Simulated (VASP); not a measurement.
C: electric field gradients with PBEsol

Crystal: C.

```
C
1.0
     0.00000    1.78037    1.78037
     1.78037    0.00000    1.78037
     1.78037    1.78037    0.00000
C
2
Direct
  0.00000 0.00000 0.00000
  0.25000 0.25000 0.25000
```

```json
{"Program": "VASP 6.6.1", "Task": "electric field gradients", "Functional": "PBEsol", "Potentials or basis": "VASP PAW PBE potentials, release 64 (C)", "Cutoff": "520 eV", "k mesh": "14 × 14 × 14", "Occupations": "fermi-dirac, width 0.03 eV", "Spin": "no spin polarisation", "Dipole correction": "no", "Further INCAR settings": "ALGO = Normal; EDIFF = 1e-08; NBANDS = 11"}
```

```yaml
Pressure: -1.5 GPa
Band_gap_on_the_k_mesh: 4.02 eV, indirect (least direct gap 5.55 eV)
```

Levels at points of the mesh, in eV from the valence-band top:
| k point | band 1 | band 2 | band 3 | band 4 | band 5 | band 6 | band 7 | band 8 | band 9 |
| --- | --- | --- | --- | --- | --- | --- | --- | --- | --- |
| (0.00, 0.00, 0.00) | -21.59 | 0.00 | 0.00 | 0.00 | 5.55 | 5.55 | 5.55 | 13.48 | 19.02 |
| (0.50, 0.00, 0.00) | -15.73 | -13.52 | -2.82 | -2.82 | 8.41 | 8.41 | 8.91 | 15.53 | 21.72 |
| (0.50, 0.50, 0.00) | -12.81 | -12.81 | -6.37 | -6.37 | 4.61 | 4.61 | 16.86 | 16.86 | 23.18 |

Wall time 13 s on 1 thread of Intel Xeon 6975P-C, with other jobs on the host, peak memory 0.12 GiB.

Caveat: without QUAD_EFG the Cq values of the log hold for a quadrupole moment of 1 mb, not for the nuclei; the PAW data sets were made with another functional, which shifts forces and pressure a little. A k mesh can miss the band edges.
